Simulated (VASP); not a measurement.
Runs of VASP 6.6.1 on NiO. The structure is that of space group Fm-3m (No. 225), or close to it. The cells are those of the table. 

```csv
level,cell,smearing,gap on the mesh (eV),pressure (GPa),moment (μB)
revPBE+D4+U,"a = 2.993 Å, angles 60.0°, 2 atoms",gaussian 0.05 eV,2.55,-9.1,2.00
PBE+D3(BJ)+U,"a = 3.001 Å, angles 60.0°, 2 atoms",gaussian 0.05 eV,2.46,(a),2.00
PBE+U,"a = 2.958 Å, angles 60.0°, 2 atoms",tetrahedron,2.53,1.6,2.00
PBE+D4+U,"a = 2.994 Å, angles 60.0°, 2 atoms",gaussian 0.05 eV,2.50,-9.4,2.00
BLYP+U,"a = 3.071 Å, angles 60.0°, 2 atoms",gaussian 0.05 eV,2.30,-9.2,2.00
PBE+D4+U,"a = 2.974 Å, angles 60.0°, 2 atoms",gaussian 0.05 eV,(b),(c),2.00
BLYP+U,"a = 3.097 Å, angles 60.0°, 2 atoms",gaussian 0.05 eV,2.16,(d),2.00
PBE+D3(BJ)+U,"a = 2.960 Å, angles 60.0°, 2 atoms",gaussian 0.05 eV,2.54,-2.3,2.00
```

Alike in all rows: task single point; potentials or basis VASP PAW PBE potentials, release 64 (Ni, O); spin collinear, ferromagnetic start; Ni d U = 6.2 eV; k mesh 10 × 10 × 10; cutoff (eV) 600.

Fill in the values left out.

(a) -9.9; (b) 2.56; (c) 0.5; (d) -12.2.

Caveats: a cell with one magnetic atom can't hold antiferromagnetic order, which such compounds often take; the PAW data sets were made with another functional, which shifts forces and pressure a little (some runs); three body term missing (some runs).

A k mesh can miss the band edges.
